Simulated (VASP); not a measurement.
# La (Fd-3m) in VASP: notebook, part 2 of 2

VASP 6.6.1.

## Step 4: Single point, LDA (volume scaled by 0.6)

The input, INCAR:

```
ALGO = Normal
EDIFF = 1E-6
ENCUT = 520
GGA = CA
ISIF = 2
ISMEAR = -1
LASPH = T
LCHARG = F
LREAL = F
LWAVE = F
NBANDS = 18
NELM = 80
PREC = Accurate
SIGMA = 0.05
```

The input, KPOINTS:

```
k-points
0
Gamma
  11 11 11
```

The input, POSCAR:

```
La
1.0
    0.0000000000      2.7465441524      2.7465441524
    2.7465441524      0.0000000000      2.7465441524
    2.7465441524      2.7465441524      0.0000000000
La
2
Direct
   -0.1250000000     -0.1250000000     -0.1250000000
    0.1250000000      0.1250000000      0.1250000000
```

Potentials or basis: VASP PAW LDA potentials, release 64 (La).

The run is started by

```bash
cat potpaw_LDA.64/La/POTCAR > POTCAR
mpirun -np 1 vasp_std > vasp.out
```

OUTCAR:

```text
EDIFF = 1E-6
   ENCUT = 520
   GGA = CA
   ISIF = 2
   ISMEAR = -1
   LASPH = T
   LREAL = F
   NELM = 80
   PREC = Accurate

 ion  position               nearest neighbor table
   1  0.875  0.875  0.875-   2 2.38   2 2.38   2 2.38   2 2.38
   2  0.125  0.125  0.125-   1 2.38   1 2.38   1 2.38   1 2.38

  LATTYP: Found a face centered cubic cell.
 ALAT       =     5.4930883048

  Lattice vectors:

 A1 = (   0.0000000000,   2.7465441524,   2.7465441524)
 A2 = (   2.7465441524,   0.0000000000,   2.7465441524)
 A3 = (   2.7465441524,   2.7465441524,   0.0000000000)

Analysis of symmetry for initial positions (statically):
=====================================================================
 Subroutine PRICEL returns:
 Original cell was already a primitive cell.

 Routine SETGRP: Setting up the symmetry group for a
 face centered cubic supercell.

 Subroutine GETGRP returns: Found 48 space group operations
 (whereof 12 operations were pure point group operations)
 out of a pool of 48 trial point group operations.

The static configuration has the point symmetry D_3d.
 The point group associated with its full space group is O_h .

Analysis of symmetry for dynamics (positions and initial velocities):
=====================================================================
 Subroutine PRICEL returns:
 Original cell was already a primitive cell.

 Routine SETGRP: Setting up the symmetry group for a
 face centered cubic supercell.

 Subroutine GETGRP returns: Found 48 space group operations
 (whereof 12 operations were pure point group operations)
 out of a pool of 48 trial point group operations.

The dynamic configuration has the point symmetry D_3d.
[... 110 lines left out ...]
   PSTRESS=    0.0 pullay stress
   NELECT =      22.0000    total number of electrons
   NUPDOWN=      -1.0000    fix difference up-down
   EMIN   =  10.00;   EMAX   =-10.00  energy-range for DOS
   EFERMI =   0.00;   METHOD = LEGACY
   ISMEAR =    -1;   SIGMA  =   0.05  broadening in eV -4-tet -1-fermi 0-gaus
   EFERMI_NEDOS =   21; number of points for ismear=-14 and -15
   IALGO  =     38    algorithm
   IMIX   =      4    mixing-type and parameters
     AMIX     =   0.40;   BMIX     =  1.00
     AMIX_MAG =   1.60;   BMIX_MAG =  1.00
  volume/ion in A,a.u.               =      20.72       139.82
  Fermi-wavevector in a.u.,A,eV,Ry     =   1.325620  2.505059 23.909098  1.757269
  Thomas-Fermi vector in A             =   2.455068
   LORBIT       =      0    0 simple, 1 ext, 2 COOP (PROOUT), +10 PAW based schemes
   GGA     = CA    functional components
   LHFCALC =     F    Hartree Fock is set to
   AEXX    =    0.0000 exact exchange contribution
   IVDW    =     0    specifies the selected vdW correction
   LEPSILON=     F    determine dielectric tensor
   LRPA    =     F    only Hartree local field effects (RPA)
 non-spin polarized calculation
  energy-cutoff  :      520.00
  volume of cell :       41.44
 maximum number of plane-waves:      1139
 NGX is ok and might be reduce to    30
   NGX = 15   NGY = 15   NGZ = 15

 number of electron      21.9999998 magnetization

 Free energy of the ion-electron system (eV)
  ---------------------------------------------------
  ext. energy  EPLUGINS =         0.00000000
  ---------------------------------------------------
  free energy    TOTEN  =        -3.73313316 eV

  energy without entropy =       -3.72766590  energy(sigma->0) =       -3.73039953

 E-fermi :  13.7059     XC(G=0): -12.0328

 val. band max:       13.6719289739   @ k =   0.4545   0.3636   0.0909
 cond. band min:      13.7175233817   @ k =   0.3636   0.3636   0.0000
 fundamental gap:      0.0455944078
 Fermi energy:        13.7058966100

 k-point     1 :       0.0000    0.0000    0.0000
  band No.  band energies     occupation
      1     -21.3288      2.00000
      2     -14.0230      2.00000
      3      -4.9101      2.00000
      4      -4.9101      2.00000
      5      -4.9101      2.00000
      6      -0.1713      2.00000
[... 481 lines left out ...]
      5      -3.8894      2.00000
      6       0.5205      2.00000
[... 10 lines left out ...]
     17      17.0446      0.00000
     18      17.1098      0.00000

 [... further k-points ...]

------------------------ aborting loop because EDIFF is reached ----------------------------------------

  FORCE on cell =-STRESS in cart. coord.  units (eV):
  Direction    XX          YY          ZZ          XY          YZ          ZX
  --------------------------------------------------------------------------------------
  -------------------------------------------------------------------------------------
  Total       27.6842976     27.6842976     27.6842976      0.0000000      0.0000000     -0.0000000
  in kB     1070.4203104   1070.4203104   1070.4203104      0.0000000      0.0000000     -0.0000000
  external PRESSURE =    1070.4203104 kB  Pullay stress =       0.0000000 kB

 VOLUME and BASIS-vectors are now :
 -----------------------------------------------------------------------------
  energy-cutoff  :      520.00
  volume of cell :       41.44
      direct lattice vectors                 reciprocal lattice vectors
     0.000000000  2.746544152  2.746544152    -0.182046955  0.182046955  0.182046955
     2.746544152  0.000000000  2.746544152     0.182046955 -0.182046955  0.182046955
     2.746544152  2.746544152  0.000000000     0.182046955  0.182046955 -0.182046955

 POSITION                                       TOTAL-FORCE (eV/Angst)
 -----------------------------------------------------------------------------------
      4.80645      4.80645      4.80645        -0.000000     -0.000000     -0.000000
      0.68664      0.68664      0.68664         0.000000      0.000000      0.000000
 -----------------------------------------------------------------------------------
    total drift:                               -0.000000      0.000000      0.000000

  FREE ENERGIE OF THE ION-ELECTRON SYSTEM (eV)
  ---------------------------------------------------
  free  energy   TOTEN  =        -3.7331331581 eV

  energy  without entropy=       -3.7276658954  energy(sigma->0) =       -3.73039953
```

OSZICAR:

```text
N       E                     dE             d eps       ncg     rms          rms(c)
DAV:   1     0.235247928949E+03    0.23525E+03   -0.78217E+03  2120   0.196E+03
DAV:   2     0.337892251943E+02   -0.20146E+03   -0.19674E+03  2792   0.337E+02
DAV:   3    -0.189470585551E+01   -0.35684E+02   -0.34701E+02  3464   0.156E+02
DAV:   4    -0.534070000524E+01   -0.34460E+01   -0.34032E+01  3646   0.444E+01
DAV:   5    -0.559030634864E+01   -0.24961E+00   -0.24896E+00  3242   0.128E+01    0.185E+01
DAV:   6    -0.406185100551E+01    0.15285E+01   -0.34009E+00  3380   0.188E+01    0.124E+01
DAV:   7    -0.375171607917E+01    0.31013E+00   -0.75336E-01  3958   0.684E+00    0.386E+00
DAV:   8    -0.373253267301E+01    0.19183E-01   -0.80206E-02  3680   0.279E+00    0.500E-01
DAV:   9    -0.373308026153E+01   -0.54759E-03   -0.86024E-03  3672   0.613E-01    0.159E-01
DAV:  10    -0.373313643177E+01   -0.56170E-04   -0.14255E-03  3508   0.314E-01    0.344E-02
DAV:  11    -0.373313591981E+01    0.51196E-06   -0.13231E-04  3728   0.118E-01    0.139E-02
DAV:  12    -0.373313304487E+01    0.28749E-05   -0.23678E-05  3334   0.484E-02    0.234E-03
DAV:  13    -0.373313315810E+01   -0.11323E-06   -0.75876E-07  1592   0.134E-02
   1 F= -.37331332E+01 E0= -.37303995E+01  d E =-.546726E-02
```

stdout:

```text
POSCAR found type information on POSCAR La
 POSCAR found :  1 types and       2 ions
 scaLAPACK will be used
 LDA part: xc-table for (Slater(with rela. corr.)+CA(PZ))
 , standard interpolation
 POSCAR, INCAR and KPOINTS ok, starting setup
 FFT: planning ... GRIDC
 FFT: planning ... GRID_SOFT
 FFT: planning ... GRID
 WAVECAR not read
 entering main loop
```

Wall time 49 s (1 thread of Intel Xeon Platinum 8124M at 3.00GHz (Skylake/Cascade Lake), shared host); peak memory 0.18 GiB.

Results:

```yaml
Free_energy: -3.7331 eV
Pressure: 107.0 GPa
Band_gap_on_the_k_mesh: zero (band 11 reaches 13.72 eV, above the bottom of band 12 at 13.51 eV)
```

Caveat: spin-orbit coupling is left out, which moves the levels of the heavy elements.

## Step 5: Single point, LDA (volume scaled by 0.6)

The input, INCAR:

```
SYSTEM = La
PREC = Accurate
ENCUT = 520
EDIFF = 1E-6
ISMEAR = -1
SIGMA = 0.05
LREAL = .False.
LASPH = .True.
NELM = 80
ALGO = Normal
ISIF = 2
LWAVE = .False.
LCHARG = .True.
LELF = .True.
LVHAR = .True.
NBANDS = 18
```

The input, KPOINTS:

```
regular mesh
0
Gamma
  11 11 11
  0 0 0
```

POSCAR is that of step 4.

The run is started by

```bash
cat potpaw_LDA.64/La/POTCAR > POTCAR
mpirun -np 1 vasp_std > vasp.out
```

Run time: 48 s. Hardware: 1 thread of Intel Xeon Platinum 8124M at 3.00GHz (Skylake/Cascade Lake), shared host; peak memory 0.18 GiB.

The run converged. Its results:

```yaml
Free_energy: -3.7331 eV
Pressure: 107.0 GPa
Band_gap_on_the_k_mesh: zero (band 11 reaches 13.72 eV, above the bottom of band 12 at 13.51 eV)
```

Levels at points of the mesh, in eV from the Fermi level:
```csv
k point,band 9,band 10,band 11,band 12,band 13,band 14
"(0.00, 0.00, 0.00)",-2.30,-1.20,-1.20,1.16,1.16,1.16
```

Caveat: spin-orbit coupling is left out, which moves the levels of the heavy elements.

## Step 6: Single point, LDA (volume scaled by 0.68)

The input, INCAR:

```
SYSTEM = La
PREC     = Accurate       ! precision mode
ENCUT    = 520            ! plane-wave cutoff, eV
EDIFF    = 1E-6           ! SCF threshold, eV
ISMEAR   = -1             ! smearing method
SIGMA    = 0.05           ! smearing width, eV
LREAL    = .False.        ! projectors in reciprocal space
LASPH    = .True.         ! aspherical terms in the spheres
NELM     = 100            ! most SCF steps
ALGO     = Normal         ! electronic algorithm
ISIF     = 2              ! what is computed and relaxed
LWAVE    = .False.        ! write WAVECAR
LCHARG   = .True.         ! write CHGCAR
LELF     = .True.         ! ELF
LVHAR    = .True.       
NBANDS   = 18             ! bands
```

KPOINTS is that of step 5.

The input, POSCAR:

```
La
1.0
    0.0000000000      2.8635568249      2.8635568249
    2.8635568249      0.0000000000      2.8635568249
    2.8635568249      2.8635568249      0.0000000000
La
2
Direct
   -0.1250000000     -0.1250000000     -0.1250000000
    0.1250000000      0.1250000000      0.1250000000
```

Potentials or basis: VASP PAW LDA potentials, release 64 (La).

The run is started by

```bash
cat potpaw_LDA.64/La/POTCAR > POTCAR
mpirun -np 1 vasp_std > vasp.out
```

It took 51 s on 1 thread of Intel Xeon Platinum 8124M at 3.00GHz (Skylake/Cascade Lake), shared host; peak memory 0.19 GiB.

It converged, with:

```
Free energy            : -6.5598 eV
Pressure               : 60.9 GPa
Band gap on the k mesh : zero (band 11 reaches 12.13 eV, above the bottom of band 12 at 11.95 eV)
```

Levels at points of the mesh, in eV from the Fermi level:
```tsv
k point	band 8	band 9	band 10	band 11	band 12	band 13	band 14	band 15
(0.00, 0.00, 0.00)	-14.19	-2.23	-1.11	-1.11	1.16	1.16	1.16	2.31
```

Caveat: spin-orbit coupling is left out, which moves the levels of the heavy elements.

## Step 7: Summary

```tsv
cell	gap on the mesh (eV)	pressure (GPa)
a = 3.703 Å, angles 60.0°, 2 atoms	none	185.7
a = 3.884 Å, angles 60.0°, 2 atoms	none	107.0
a = 4.050 Å, angles 60.0°, 2 atoms	none	60.9
```

Alike in all rows: task single point; level LDA; potentials or basis VASP PAW LDA potentials, release 64 (La); no spin polarisation; k mesh 11 × 11 × 11; cutoff (eV) 520; smearing fermi-dirac 0.05 eV.

Caveats: spin-orbit coupling is left out, which moves the levels of the heavy elements.

Total energies depend on the potentials used, so only differences within one code and one set of settings carry meaning.
